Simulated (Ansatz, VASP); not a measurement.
**Two plane-wave programs on BiTe**

```
Bi Te
1.0
     0.00000    3.25007    3.25007
     3.25007    0.00000    3.25007
     3.25007    3.25007    0.00000
Bi Te
1 1
Direct
  0.50000 0.50000 0.50000
  0.00000 0.00000 0.00000
```

Alike in both runs: task single point; functional PBE; k mesh 10 × 10 × 10; occupations gaussian, width 0.05 eV; no spin polarisation.

|  | VASP | Ansatz |
| --- | --- | --- |
| version | VASP 6.6.1 | Ansatz 0.2.0 |
| potentials or method | VASP PAW PBE potentials, release 64 (Bi_d, Te), cutoff 500 eV | scalar-relativistic, plane waves, PAW |
| valence electrons in the cell | 21 | 31 |

|  | VASP | Ansatz | Ansatz less VASP |
| --- | --- | --- | --- |
| gap on the k mesh at the Fermi level (eV) | none | none | - |
| pressure (GPa) | 0.1 | 0.1 | +0.05 |

A gap of «none» marks a metal or a gap that the smearing closes. VASP's potentials hold 21 valence electrons a cell and Ansatz's 31, so a difference there can come from the potentials and not from the codes.

Neither program's run includes spin-orbit coupling.
